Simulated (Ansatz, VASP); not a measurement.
**Al36H in VASP and in Ansatz**

```xyz
37
Lattice="5.6288 0.0000 0.0000 -2.8144 4.8747 0.0000 0.0000 0.0000 35.8074" Properties=species:S:1:pos:R:3 pbc="T T T"
Al    0.0000    1.6249    4.0000
Al   -1.4072    4.0623    4.0000
Al    2.8144    1.6249    4.0000
Al    1.4072    4.0623    4.0000
Al    0.0000    0.0000    6.3103
Al   -1.4072    2.4374    6.3103
Al    2.8144    0.0000    6.3103
Al    1.4072    2.4374    6.3103
Al    1.4072    0.8125    8.6205
Al    0.0000    3.2498    8.6205
Al    4.2216    0.8125    8.6205
Al    2.8144    3.2498    8.6205
Al    0.0000    0.0000   10.9308
Al   -1.4072    2.4374   10.9308
Al    2.8144    0.0000   10.9308
Al    1.4072    2.4374   10.9308
Al    0.0000    1.6249   13.2230
Al   -1.4072    4.0623   13.2230
Al    2.8144    1.6249   13.2230
Al    1.4072    4.0623   13.2230
Al    0.0000    0.0000   15.5145
Al   -1.4072    2.4374   15.5145
Al    2.8144    0.0000   15.5145
Al    1.4072    2.4374   15.5145
Al    1.4072    0.8125   17.8382
Al    0.0000    3.2498   17.8382
Al    4.2216    0.8125   17.8382
Al    2.8144    3.2498   17.8382
Al    0.0000    0.0000   20.1482
Al   -1.4072    2.4374   20.1482
Al    2.8144    0.0000   20.1482
Al    1.4072    2.4374   20.1482
Al    0.0000    1.6249   22.5074
Al   -1.4072    4.0623   22.5074
Al    2.8144    1.6249   22.5074
Al    1.4072    4.0623   22.5074
H     0.9381    2.4374   25.0074
```

Alike in both runs: task single point; functional PBE; dispersion D3(BJ); k mesh 6 × 6 × 1; occupations gaussian, width 0.1 eV; no spin polarisation.

|  | VASP | Ansatz |
| --- | --- | --- |
| version | VASP 6.6.1 | Ansatz 0.2.0 |
| potentials or method | VASP PAW PBE potentials, release 64 (Al, H), cutoff 520 eV | scalar-relativistic, plane waves, PAW |
| valence electrons in the cell | 109 | 109 |

```csv
,VASP,Ansatz,Ansatz less VASP
gap on the k mesh at the Fermi level (eV),none,none,-
rms of the force components (eV/Å),0.157,0.157,+0.0003
```

Atom by atom the forces differ by 0.001 eV/Å (rms over components). A gap of «none» marks a metal or a gap that the smearing closes. Ansatz's warnings: xc potential rough in thin density.
